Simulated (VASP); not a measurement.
**Ir: single point with PBE**

Crystal: Ir.

```
CELL_PARAMETERS angstrom
0.00000 1.88971 1.88971
1.88971 0.00000 1.88971
1.88971 1.88971 0.00000
ATOMIC_POSITIONS crystal
Ir 0.00000 0.00000 0.00000
```

```json
{"Program": "VASP 6.6.1", "Task": "single point", "Functional": "PBE", "Potentials or basis": "VASP PAW PBE potentials, release 64 (Ir)", "Cutoff": "520 eV", "k mesh": "12 × 12 × 12", "Occupations": "fermi-dirac, width 0.05 eV", "Spin": "no spin polarisation", "Dipole correction": "no", "Further INCAR settings": "ALGO = Normal; EDIFF = 1e-06; NBANDS = 10"}
```

```
Pressure : 30.3 GPa
```

Levels at points of the mesh, in eV from the Fermi level:
```tsv
k point	band 1	band 2	band 3	band 4	band 5	band 6	band 7	band 8
(0.00, 0.00, 0.00)	-11.68	-4.22	-4.22	-4.22	-1.32	-1.32	14.18	20.05
(0.50, 0.00, 0.00)	-8.66	-4.34	-4.34	-0.92	0.94	0.94	7.72	13.73
(0.50, 0.50, 0.00)	-8.52	-7.92	0.91	1.57	1.57	1.66	11.14	11.89
```

It took 3.8 s on 1 thread of Intel(R) Xeon(R) 6975P-C (Granite Rapids), with other jobs on the host, peak memory 0.13 GiB.

Caveat: spin-orbit coupling is left out, which moves the levels of the heavy elements.
